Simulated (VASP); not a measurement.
The system is Bi.

```
Bi
1.0
     3.55798    0.00000    0.00000
    -1.77899    3.08130    0.00000
     0.00000    0.00000   11.62037
Bi
4
Direct
  0.00000 0.00000 0.00000
  0.00000 0.00000 0.50000
  0.33333 0.66667 0.25000
  0.66667 0.33333 0.75000
```

This isn't the form of Bi at room conditions, which is rhombohedral.

| Item | Value |
| --- | --- |
| Program | VASP 6.6.1 |
| Task | relaxation of cell and atoms |
| Functional | RPBE |
| Potentials or basis | VASP PAW PBE potentials, release 64 (Bi_d) |
| Cutoff | 600 eV |
| k mesh | 10 × 10 × 3 |
| Occupations | fermi-dirac, width 0.1 eV |
| Spin | no spin polarisation |

At the start: pressure 1.1 GPa; volume 31.85 Å³/atom.

How do energy, volume and symmetry change on relaxing?

Over 5 steps the energy falls by 4.5 meV/atom and the volume is 32.57 Å³/atom (+2.3 %); space group P6_3/mmc (No. 194, to 0.1 Å) before and after.

The path:
```
step  energy change (eV)  largest force (eV/Å)  pressure (GPa)  volume (Å³)
   1              0.0000                0.0000            1.11       127.40
   2             -0.0135                0.0000           -0.46       131.50
   3             -0.0142                0.0000           -0.19       130.72
   4             -0.0171                0.0000           -0.09       130.49
   5             -0.0179                0.0000            0.00       130.30
```

Final structure:
```xyz
4
Lattice="3.5552 0.0000 0.0000 -1.7776 3.0789 0.0000 0.0000 0.0000 11.9032" Properties=species:S:1:pos:R:3 pbc="T T T"
Bi    0.0000    0.0000    0.0000
Bi    0.0000    0.0000    5.9516
Bi    0.0000    2.0526    2.9758
Bi    1.7776    1.0263    8.9274
```

Caveat: the PAW data sets were made with another functional, which shifts forces and pressure a little.
